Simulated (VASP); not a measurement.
# Tl2As (I4/mmm) in VASP: further runs, part 2 of 2

VASP 6.6.1.

## (4) Relaxation of cell and atoms, PBE

INCAR

```
SYSTEM = Tl2As
PREC = Accurate ; ENCUT = 600
EDIFF = 1E-6 ; ISMEAR = 0
SIGMA = 0.1 ; LREAL = .FALSE.
LASPH = .TRUE. ; NELM = 100
ALGO = Normal ; ISIF = 3
LWAVE = .FALSE. ; LCHARG = .FALSE.
GGA = PE ; IBRION = 2
NSW = 90 ; EDIFFG = -0.04
```

KPOINTS

```
Automatic mesh
0
G
  6 6 6
  0 0 0
```

POSCAR

```
Tl2As
1.0
   -1.8800587551      1.8800587551      6.1171879366
    1.8800587551     -1.8800587551      6.1171879366
    1.8800587551      1.8800587551     -6.1171879366
Tl As
2 1
Direct
    0.3400000000      0.3400000000      0.0000000000
    0.6600000000      0.6600000000      0.0000000000
    0.0000000000      0.0000000000      0.0000000000
```

Potentials or basis: VASP PAW PBE potentials, release 64 (Tl_d, As).

Launch:

```console
$ cat potpaw_PBE.64/Tl_d/POTCAR potpaw_PBE.64/As/POTCAR > POTCAR
$ mpirun -np 1 vasp_std > vasp.out
```

OUTCAR:

```text
SYSTEM = Tl2As
   PREC = Accurate
   ENCUT = 600
   EDIFF = 1E-6
   ISMEAR = 0
   LREAL = .FALSE.
   LASPH = .TRUE.
   NELM = 100
   ISIF = 3
   GGA = PE
   IBRION = 2
   NSW = 90
   EDIFFG = -0.04

 ion  position               nearest neighbor table
   1  0.340  0.340  0.000-   3 3.30   3 3.30   3 3.30   3 3.30   2 3.45   2 3.45   2 3.45   2 3.45
                             2 3.92
   2  0.660  0.660  0.000-   3 3.30   3 3.30   3 3.30   3 3.30   1 3.45   1 3.45   1 3.45   1 3.45
                             1 3.92
   3  0.000  0.000  0.000-   2 3.30   2 3.30   1 3.30   1 3.30   2 3.30   2 3.30   1 3.30   1 3.30

  LATTYP: Found a body centered tetragonal cell.
 ALAT       =     3.7601175102
 C/A-ratio  =     3.2537216829

  Lattice vectors:

 A1 = (  -1.8800587551,   1.8800587551,   6.1171879366)
 A2 = (   1.8800587551,  -1.8800587551,   6.1171879366)
 A3 = (   1.8800587551,   1.8800587551,  -6.1171879366)

Analysis of symmetry for initial positions (statically):
=====================================================================
[... 295 lines left out ...]

 k-point     1 :       0.0000    0.0000    0.0000
  band No.  band energies     occupation
      1      -6.0366      2.00000
      2      -5.8101      2.00000
      3      -5.6771      2.00000
      4      -5.6634      2.00000
      5      -5.5421      2.00000
      6      -5.5185      2.00000
[... 666 lines left out ...]
--------------------------------------- Ionic step        8  -------------------------------------------

 number of electron      31.0000003 magnetization

 Free energy of the ion-electron system (eV)
  ---------------------------------------------------
  ext. energy  EPLUGINS =         0.00000000
  ---------------------------------------------------
  free energy    TOTEN  =        -8.90059657 eV

  energy without entropy =       -8.89691681  energy(sigma->0) =       -8.89875669

 E-fermi :   5.0726     XC(G=0):  -9.6755

 val. band max:        5.0606204986   @ k =  -0.1667   0.1667   0.0000
 cond. band min:       5.1065038160   @ k =   0.3333   0.3333   0.1667
 fundamental gap:      0.0458833174
 Fermi energy:         5.0725745021

 k-point     1 :       0.0000    0.0000    0.0000
  band No.  band energies     occupation
      1      -6.5643      2.00000
      2      -6.3768      2.00000
      3      -6.3330      2.00000
      4      -6.2113      2.00000
      5      -6.2050      2.00000
      6      -6.0597      2.00000
[... 549 lines left out ...]
  FREE ENERGIE OF THE ION-ELECTRON SYSTEM (eV)
  ---------------------------------------------------
  free  energy   TOTEN  =        -8.9005965707 eV

  energy  without entropy=       -8.8969168082  energy(sigma->0) =       -8.89875669

 reached required accuracy - stopping structural energy minimisation
```

OSZICAR:

```text
N       E                     dE             d eps       ncg     rms          rms(c)
DAV:   1     0.159966418788E+03    0.15997E+03   -0.17092E+04  1140   0.164E+03
[... 73 lines left out ...]
DAV:   1    -0.901301164873E+01   -0.11591E+00   -0.22885E+00  1146   0.130E+01    0.191E+00
DAV:   2    -0.891462195885E+01    0.98390E-01   -0.22924E-01  1140   0.412E+00    0.628E-01
DAV:   3    -0.890101976755E+01    0.13602E-01   -0.52316E-02  1173   0.199E+00    0.481E-01
DAV:   4    -0.890074131684E+01    0.27845E-03   -0.25801E-03  1152   0.320E-01    0.630E-02
DAV:   5    -0.890059105847E+01    0.15026E-03   -0.92583E-04  1203   0.265E-01    0.396E-02
DAV:   6    -0.890059684658E+01   -0.57881E-05   -0.33993E-05  1197   0.366E-02    0.132E-02
DAV:   7    -0.890059657074E+01    0.27584E-06   -0.10308E-06   650   0.899E-03
   8 F= -.89005966E+01 E0= -.88987567E+01  d E =-.129737E-01
```

It took 16 min on 1 thread of AMD EPYC 7R13 (Zen 3), shared host; peak memory 0.43 GiB.

Results:

| Property | Result |
| --- | --- |
| Free energy | -8.9006 eV |
| Relaxed volume | 28.81 Å³/atom |
| Relaxed cell | a = 7.113 Å, b = 7.113 Å, c = 7.113 Å, α = 150.62°, β = 150.62°, γ = 42.04° |
| Space group after relaxing (to 0.05 Å) | I4/mmm (No. 139) |
| Energy gained by relaxing | 71.2 meV/atom |
| Ionic steps | 8 |
| Pressure after relaxing | 0.0 GPa |
| Largest force after relaxing | 0.039 eV/Å |

Forces in eV/Å, atoms in the order of the input:
```
Tl   0.000  0.000  0.039
Tl   0.000  0.000 -0.039
As   0.000  0.000  0.000
```

Step by step:
```tsv
step	energy change (eV)	largest force (eV/Å)	pressure (GPa)	volume (Å³)
1	0.0000	0.6748	-1.47	86.49
2	-0.0656	0.5697	-0.25	83.22
3	-0.0949	0.3614	1.65	79.64
4	-0.1428	0.2209	1.41	80.62
5	-0.1987	0.0457	1.25	82.80
6	-0.2007	0.1136	1.37	83.39
7	-0.2102	0.1132	-0.60	88.09
8	-0.2137	0.0386	0.04	86.42
```

Final structure:
```
CELL_PARAMETERS angstrom
-1.80388 1.80388 6.63939
1.80388 -1.80388 6.63939
1.80388 1.80388 -6.63939
ATOMIC_POSITIONS crystal
Tl 0.35833 0.35833 0.00000
Tl 0.64167 0.64167 0.00000
As 0.00000 0.00000 0.00000
```

Caveat: the k points lie up to 0.41 Å⁻¹ apart in the final cell; spin-orbit coupling is left out, which moves the levels of the heavy elements.

## (5) Overview

| task | cell | cutoff (eV) | gap on the mesh (eV) | pressure (GPa) | largest force (eV/Å) |
| --- | --- | --- | --- | --- | --- |
| single point | a = 6.670 Å, angles 147.3, 147.3, 47.0°, 3 atoms | 520 | none | -1.5 | 0.68 |
| single point | a = 7.157 Å, angles 150.9, 150.9, 41.6°, 3 atoms | 520 | none | 0.2 | 0.01 |
| relaxation of cell and atoms | relaxed from a = 6.670 Å, angles 147.3, 147.3, 47.0°, 3 atoms | 600 | none | 0.0 | 0.04 |

Alike in all rows: level PBE; potentials or basis VASP PAW PBE potentials, release 64 (Tl_d, As); no spin polarisation; k mesh 6 × 6 × 6; smearing gaussian 0.1 eV.

Caveats: all runs use coarse meshes; spin-orbit coupling is left out, which moves the levels of the heavy elements.

Absolute energies hang on the potentials; compare differences alone.
